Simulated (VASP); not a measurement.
# BiTe (Fm-3m) in VASP: notebook

The runs below take BiTe through single point, with PBEsol.

All numbers are computed with VASP 6.6.1; they aren't measurements. Logs are shortened: lines on timing, memory, paths and dates and some standing lists are left out, and cuts for length are marked.

### Step 1. The cell of the first run

It takes space group Fm-3m (No. 225, cubic). The conventional cell has a = 5.626 Å, b = 5.626 Å, c = 5.626 Å, α = 90.00°, β = 90.00°, γ = 90.00°. Within 3.7 Å of Bi (site symmetry m-3m) lie 6 Te at 2.81 Å. Within 3.7 Å of Te (site symmetry m-3m) lie 6 Bi at 2.81 Å.

### Step 2. Single point, PBEsol

Input file INCAR:

```
PREC = Accurate
ENCUT = 520
EDIFF = 1E-6
ISMEAR = 0
SIGMA = 0.1
LREAL = F
LASPH = T
NELM = 60
ALGO = Normal
ISIF = 2
LWAVE = F
LCHARG = F
GGA = PS
NBANDS = 18
```

Input file KPOINTS:

```
Automatic mesh
0
Gamma
  12 12 12
```

Input file POSCAR:

```
BiTe
1.0
    0.0000000000      2.8129080826      2.8129080826
    2.8129080826      0.0000000000      2.8129080826
    2.8129080826      2.8129080826      0.0000000000
Bi Te
1 1
Direct
    0.0000000000      0.0000000000      0.0000000000
    0.5000000000      0.5000000000      0.5000000000
```

Potentials or basis: VASP PAW PBE potentials, release 64 (Bi_d, Te).

Launch:

```console
> cat potpaw_PBE.64/Bi_d/POTCAR potpaw_PBE.64/Te/POTCAR > POTCAR
> mpirun -np 1 vasp_std > vasp.out
```

OUTCAR:

```text
PREC = Accurate
   ENCUT = 520
   EDIFF = 1E-6
   ISMEAR = 0
   LREAL = F
   LASPH = T
   NELM = 60
   ISIF = 2
   GGA = PS

 ion  position               nearest neighbor table
   1  0.000  0.000  0.000-   2 2.81   2 2.81   2 2.81   2 2.81   2 2.81   2 2.81
   2  0.500  0.500  0.500-   1 2.81   1 2.81   1 2.81   1 2.81   1 2.81   1 2.81

  LATTYP: Found a face centered cubic cell.
 ALAT       =     5.6258161652

  Lattice vectors:

 A1 = (   0.0000000000,   2.8129080826,   2.8129080826)
 A2 = (   2.8129080826,   0.0000000000,   2.8129080826)
 A3 = (   2.8129080826,   2.8129080826,   0.0000000000)

Analysis of symmetry for initial positions (statically):
=====================================================================
 Subroutine PRICEL returns:
 Original cell was already a primitive cell.

 Routine SETGRP: Setting up the symmetry group for a
 face centered cubic supercell.

 Subroutine GETGRP returns: Found 48 space group operations
 (whereof 48 operations were pure point group operations)
 out of a pool of 48 trial point group operations.

The static configuration has the point symmetry O_h .

Analysis of symmetry for dynamics (positions and initial velocities):
=====================================================================
 Subroutine PRICEL returns:
 Original cell was already a primitive cell.

 Routine SETGRP: Setting up the symmetry group for a
 face centered cubic supercell.

 Subroutine GETGRP returns: Found 48 space group operations
 (whereof 48 operations were pure point group operations)
 out of a pool of 48 trial point group operations.

The dynamic configuration has the point symmetry O_h .

 Subroutine INISYM returns: Found 48 space group operations
 (whereof 48 operations are pure point group operations),
 and found     1 'primitive' translations

----------------------------------------------------------------------------------------

                                     Primitive cell

  volume of cell :      44.5140

  direct lattice vectors                    reciprocal lattice vectors
     0.000000000  2.812908083  2.812908083    -0.177751987  0.177751987  0.177751987
     2.812908083  0.000000000  2.812908083     0.177751987 -0.177751987  0.177751987
     2.812908083  2.812908083  0.000000000     0.177751987  0.177751987 -0.177751987

  length of vectors
[... 79 lines left out ...]
   LASPH  =      T    aspherical Exc in radial PAW
   ENCUT  =  520.0 eV  38.22 Ry    6.18 a.u.   7.40  7.40  7.40*2*pi/ulx,y,z
   NELM   =     60;   NELMIN=  2; NELMDL= -5     # of ELM steps
   EDIFF  = 0.1E-05   stopping-criterion for ELM
   LREAL  =      F    real-space projection
   EDIFFG = 0.1E-04   stopping-criterion for IOM
   NSW    =      0    number of steps for IOM
   IBRION =     -1    ionic relax: 0-MD 1-quasi-New 2-CG
   NFREE  =      0    steps in history (QN), initial steepest desc. (CG)
   ISIF   =      2    stress and relaxation
   ISYM   =      2    0-nonsym 1-usesym 2-fastsym
   POTIM  = 0.5000    time-step for ionic-motion
   TEBEG  =    0.0;   TEEND  =   0.0 temperature during run
   PSTRESS=    0.0 pullay stress
   NELECT =      21.0000    total number of electrons
   NUPDOWN=      -1.0000    fix difference up-down
   EMIN   =  10.00;   EMAX   =-10.00  energy-range for DOS
   EFERMI =   0.00;   METHOD = LEGACY
   ISMEAR =     0;   SIGMA  =   0.10  broadening in eV -4-tet -1-fermi 0-gaus
   EFERMI_NEDOS =   21; number of points for ismear=-14 and -15
   IALGO  =     38    algorithm
   IMIX   =      4    mixing-type and parameters
     AMIX     =   0.40;   BMIX     =  1.00
     AMIX_MAG =   1.60;   BMIX_MAG =  1.00
  volume/ion in A,a.u.               =      22.26       150.20
  Fermi-wavevector in a.u.,A,eV,Ry     =   1.274429  2.408322 22.098172  1.624170
  Thomas-Fermi vector in A             =   2.407198
   LORBIT       =      0    0 simple, 1 ext, 2 COOP (PROOUT), +10 PAW based schemes
   GGA     = PS    functional components
   LHFCALC =     F    Hartree Fock is set to
   AEXX    =    0.0000 exact exchange contribution
   IVDW    =     0    specifies the selected vdW correction
   LEPSILON=     F    determine dielectric tensor
   LRPA    =     F    only Hartree local field effects (RPA)
 non-spin polarized calculation
 Gauss-broadening in eV      SIGMA  =   0.10
  energy-cutoff  :      520.00
  volume of cell :       44.51
 maximum number of plane-waves:      1243
 NGX is ok and might be reduce to    30
   NGX = 15   NGY = 15   NGZ = 15

 number of electron      21.0000003 magnetization

 Free energy of the ion-electron system (eV)
  ---------------------------------------------------
  ext. energy  EPLUGINS =         0.00000000
  ---------------------------------------------------
  free energy    TOTEN  =        -5.69362300 eV

  energy without entropy =       -5.69062426  energy(sigma->0) =       -5.69212363

 E-fermi :  12.7787     XC(G=0): -11.5755

 val. band max:       12.7557283971   @ k =  -0.2500   0.1667   0.0000
 cond. band min:      12.8322679404   @ k =   0.4167   0.0833   0.0000
 fundamental gap:      0.0765395433
 Fermi energy:        12.7786532591

 k-point     1 :       0.0000    0.0000    0.0000
  band No.  band energies     occupation
      1     -10.9766      2.00000
      2     -10.9766      2.00000
      3     -10.9276      2.00000
      4     -10.9276      2.00000
      5     -10.9276      2.00000
      6      -4.6539      2.00000
[... 481 lines left out ...]
      5     -10.8859      2.00000
      6      -1.1756      2.00000
[... 10 lines left out ...]
     17      23.8159      0.00000
     18      24.4487      0.00000

 [... further k-points ...]

------------------------ aborting loop because EDIFF is reached ----------------------------------------

  FORCE on cell =-STRESS in cart. coord.  units (eV):
  Direction    XX          YY          ZZ          XY          YZ          ZX
  --------------------------------------------------------------------------------------
  -------------------------------------------------------------------------------------
  Total       13.9786601     13.9786601     13.9786601     -0.0000000     -0.0000000      0.0000000
  in kB      503.1291825    503.1291825    503.1291825     -0.0000000     -0.0000000      0.0000000
  external PRESSURE =     503.1291825 kB  Pullay stress =       0.0000000 kB

 VOLUME and BASIS-vectors are now :
 -----------------------------------------------------------------------------
  energy-cutoff  :      520.00
  volume of cell :       44.51
      direct lattice vectors                 reciprocal lattice vectors
     0.000000000  2.812908083  2.812908083    -0.177751987  0.177751987  0.177751987
     2.812908083  0.000000000  2.812908083     0.177751987 -0.177751987  0.177751987
     2.812908083  2.812908083  0.000000000     0.177751987  0.177751987 -0.177751987

 POSITION                                       TOTAL-FORCE (eV/Angst)
 -----------------------------------------------------------------------------------
      0.00000      0.00000      0.00000         0.000000      0.000000     -0.000000
      2.81291      2.81291      2.81291        -0.000000     -0.000000      0.000000
 -----------------------------------------------------------------------------------
    total drift:                               -0.000000      0.000000      0.000000

  FREE ENERGIE OF THE ION-ELECTRON SYSTEM (eV)
  ---------------------------------------------------
  free  energy   TOTEN  =        -5.6936230018 eV

  energy  without entropy=       -5.6906242617  energy(sigma->0) =       -5.69212363
```

OSZICAR:

```text
N       E                     dE             d eps       ncg     rms          rms(c)
DAV:   1     0.164518980669E+03    0.16452E+03   -0.10240E+04  2626   0.126E+03
DAV:   2     0.548777781196E+01   -0.15903E+03   -0.15480E+03  2758   0.337E+02
DAV:   3    -0.546005953928E+01   -0.10948E+02   -0.10818E+02  3202   0.885E+01
DAV:   4    -0.574088728144E+01   -0.28083E+00   -0.28018E+00  3200   0.143E+01
DAV:   5    -0.575135715121E+01   -0.10470E-01   -0.10469E-01  3606   0.271E+00    0.148E+01
DAV:   6    -0.571153561021E+01    0.39822E-01   -0.18552E-02  3232   0.939E-01    0.906E+00
DAV:   7    -0.569408153046E+01    0.17454E-01   -0.26692E-02  3436   0.949E-01    0.356E-01
DAV:   8    -0.569360636457E+01    0.47517E-03   -0.25787E-03  2976   0.391E-01    0.178E-01
DAV:   9    -0.569362496702E+01   -0.18602E-04   -0.25261E-04  3136   0.759E-02    0.213E-02
DAV:  10    -0.569362369018E+01    0.12768E-05   -0.95239E-06  3174   0.227E-02    0.924E-03
DAV:  11    -0.569362300178E+01    0.68840E-06   -0.14606E-06  2432   0.998E-03
   1 F= -.56936230E+01 E0= -.56921236E+01  d E =-.299874E-02
```

Run time: 78 s. Hardware: 1 thread of Intel Xeon 8259CL, shared host; peak memory 0.21 GiB.

What came out:

```
Free energy            : -5.6936 eV
Pressure               : 50.3 GPa
Band gap on the k mesh : zero (an odd number of electrons rules out a gap without spin polarisation)
```

Levels at points of the mesh, in eV from the Fermi level:
```csv
k point,band 7,band 8,band 9,band 10,band 11,band 12,band 13,band 14
"(0.00, 0.00, 0.00)",-5.97,-3.88,-3.88,-3.88,2.90,2.90,2.90,3.87
"(0.50, 0.00, 0.00)",-13.66,-2.82,-2.82,-1.56,-1.56,-1.17,-1.13,8.33
"(0.50, 0.50, 0.00)",-10.13,-9.20,-6.45,-6.45,0.36,5.81,5.81,8.45
```

Caveat: the cell stands under pressure; the PAW data sets were made with another functional, which shifts forces and pressure a little; spin-orbit coupling is left out, which moves the levels of the heavy elements; an odd number of electrons without spin polarisation forces a metal; a magnetic or distorted state may lie lower.

### Step 3. Single point, PBEsol

This run uses another cell than the first one, of 25.28 Å³/atom.

Input file INCAR:

```
SYSTEM = BiTe
PREC = Accurate
ENCUT = 520
EDIFF = 1E-6
ISMEAR = 0
SIGMA = 0.1
LREAL = .False.
LASPH = .True.
NELM = 80
ALGO = Normal
ISIF = 2
LWAVE = .False.
LCHARG = .True.
GGA = PS
LELF = .True.
LVHAR = .True.
NBANDS = 18
```

Input file KPOINTS:

```
Automatic mesh
0
Gamma
  12 12 12
  0 0 0
```

Input file POSCAR:

```
BiTe
1.0
    0.0000000000      2.9350624494      2.9350624494
    2.9350624494      0.0000000000      2.9350624494
    2.9350624494      2.9350624494      0.0000000000
Bi Te
1 1
Direct
    0.0000000000      0.0000000000      0.0000000000
    0.5000000000      0.5000000000      0.5000000000
```

Potentials or basis: VASP PAW PBE potentials, release 64 (Bi_d, Te).

Launch:

```console
> cat potpaw_PBE.64/Bi_d/POTCAR potpaw_PBE.64/Te/POTCAR > POTCAR
> mpirun -np 1 vasp_std > vasp.out
```

OUTCAR:

```text
SYSTEM = BiTe
   PREC = Accurate
   ENCUT = 520
   EDIFF = 1E-6
   ISMEAR = 0
   LREAL = .False.
   LASPH = .True.
   NELM = 80
   ISIF = 2
   GGA = PS

 ion  position               nearest neighbor table
   1  0.000  0.000  0.000-   2 2.94   2 2.94   2 2.94   2 2.94   2 2.94   2 2.94
   2  0.500  0.500  0.500-   1 2.94   1 2.94   1 2.94   1 2.94   1 2.94   1 2.94

  LATTYP: Found a face centered cubic cell.
 ALAT       =     5.8701248988

  Lattice vectors:

 A1 = (   0.0000000000,   2.9350624494,   2.9350624494)
 A2 = (   2.9350624494,   0.0000000000,   2.9350624494)
 A3 = (   2.9350624494,   2.9350624494,   0.0000000000)

Analysis of symmetry for initial positions (statically):
=====================================================================
 Subroutine PRICEL returns:
 Original cell was already a primitive cell.

 Routine SETGRP: Setting up the symmetry group for a
 face centered cubic supercell.

 Subroutine GETGRP returns: Found 48 space group operations
 (whereof 48 operations were pure point group operations)
 out of a pool of 48 trial point group operations.

The static configuration has the point symmetry O_h .

Analysis of symmetry for dynamics (positions and initial velocities):
=====================================================================
 Subroutine PRICEL returns:
 Original cell was already a primitive cell.

 Routine SETGRP: Setting up the symmetry group for a
 face centered cubic supercell.

 Subroutine GETGRP returns: Found 48 space group operations
 (whereof 48 operations were pure point group operations)
 out of a pool of 48 trial point group operations.

The dynamic configuration has the point symmetry O_h .

 Subroutine INISYM returns: Found 48 space group operations
 (whereof 48 operations are pure point group operations),
 and found     1 'primitive' translations

----------------------------------------------------------------------------------------

                                     Primitive cell
[... 109 lines left out ...]
   IMIX   =      4    mixing-type and parameters
     AMIX     =   0.40;   BMIX     =  1.00
     AMIX_MAG =   1.60;   BMIX_MAG =  1.00
  volume/ion in A,a.u.               =      25.28       170.63
  Fermi-wavevector in a.u.,A,eV,Ry     =   1.221389  2.308090 20.297042  1.491790
  Thomas-Fermi vector in A             =   2.356573
   LORBIT       =      0    0 simple, 1 ext, 2 COOP (PROOUT), +10 PAW based schemes
   GGA     = PS    functional components
   LHFCALC =     F    Hartree Fock is set to
   AEXX    =    0.0000 exact exchange contribution
   IVDW    =     0    specifies the selected vdW correction
   LEPSILON=     F    determine dielectric tensor
   LRPA    =     F    only Hartree local field effects (RPA)
 non-spin polarized calculation
 Gauss-broadening in eV      SIGMA  =   0.10
  energy-cutoff  :      520.00
  volume of cell :       50.57
 maximum number of plane-waves:      1381
   NGX = 15   NGY = 15   NGZ = 15

 number of electron      20.9999999 magnetization

 Free energy of the ion-electron system (eV)
  ---------------------------------------------------
  ext. energy  EPLUGINS =         0.00000000
  ---------------------------------------------------
  free energy    TOTEN  =        -7.07416714 eV

  energy without entropy =       -7.06967269  energy(sigma->0) =       -7.07191991

 E-fermi :  10.5863     XC(G=0): -10.9454

 val. band max:       10.5497089913   @ k =   0.4167   0.1667   0.0833
 cond. band min:      10.6361575763   @ k =   0.3333   0.1667   0.0833
 fundamental gap:      0.0864485850
 Fermi energy:        10.5862614466

 k-point     1 :       0.0000    0.0000    0.0000
  band No.  band energies     occupation
      1     -12.8218      2.00000
      2     -12.8218      2.00000
      3     -12.7904      2.00000
      4     -12.7904      2.00000
      5     -12.7904      2.00000
      6      -5.4381      2.00000
[... 481 lines left out ...]
      5     -12.7654      2.00000
      6      -2.4636      2.00000
[... 10 lines left out ...]
     17      21.0895      0.00000
     18      22.0032      0.00000

 [... further k-points ...]

------------------------ aborting loop because EDIFF is reached ----------------------------------------

  FORCE on cell =-STRESS in cart. coord.  units (eV):
  Direction    XX          YY          ZZ          XY          YZ          ZX
  --------------------------------------------------------------------------------------
  -------------------------------------------------------------------------------------
  Total        7.9257185      7.9257185      7.9257185      0.0000000     -0.0000000     -0.0000000
  in kB      251.1118405    251.1118405    251.1118405      0.0000000     -0.0000000     -0.0000000
  external PRESSURE =     251.1118405 kB  Pullay stress =       0.0000000 kB

 VOLUME and BASIS-vectors are now :
 -----------------------------------------------------------------------------
  energy-cutoff  :      520.00
  volume of cell :       50.57
      direct lattice vectors                 reciprocal lattice vectors
     0.000000000  2.935062449  2.935062449    -0.170354127  0.170354127  0.170354127
     2.935062449  0.000000000  2.935062449     0.170354127 -0.170354127  0.170354127
     2.935062449  2.935062449  0.000000000     0.170354127  0.170354127 -0.170354127

 POSITION                                       TOTAL-FORCE (eV/Angst)
 -----------------------------------------------------------------------------------
      0.00000      0.00000      0.00000        -0.000000     -0.000000      0.000000
      2.93506      2.93506      2.93506         0.000000      0.000000     -0.000000
 -----------------------------------------------------------------------------------
    total drift:                                0.000000     -0.000000     -0.000000

  FREE ENERGIE OF THE ION-ELECTRON SYSTEM (eV)
  ---------------------------------------------------
  free  energy   TOTEN  =        -7.0741671403 eV

  energy  without entropy=       -7.0696726878  energy(sigma->0) =       -7.07191991
```

stdout:

```text
POSCAR found type information on POSCAR BiTe
 POSCAR found :  2 types and       2 ions
 scaLAPACK will be used
 -----------------------------------------------------------------------------
|                                                                             |
|                                                                             |
|     You enforced a specific xc type in the INCAR file but a different       |
|     I HOPE YOU KNOW WHAT YOU ARE DOING!                                     |
|                                                                             |
 -----------------------------------------------------------------------------

 LDA part: xc-table for (Slater+PW92), standard interpolation
 POSCAR, INCAR and KPOINTS ok, starting setup
 FFT: planning ... GRIDC
 FFT: planning ... GRID_SOFT
 FFT: planning ... GRID
 WAVECAR not read
 entering main loop
```

Wall time 72 s (1 thread of Intel Xeon 8259CL, shared host); peak memory 0.22 GiB.

What came out:

```
Free energy            : -7.0742 eV
Pressure               : 25.1 GPa
Band gap on the k mesh : zero (an odd number of electrons rules out a gap without spin polarisation)
```

Caveat: the cell stands under pressure; the PAW data sets were made with another functional, which shifts forces and pressure a little; spin-orbit coupling is left out, which moves the levels of the heavy elements; an odd number of electrons without spin polarisation forces a metal; a magnetic or distorted state may lie lower.

The gap in the log of VASP goes by the Fermi energy; the results here count the filled bands.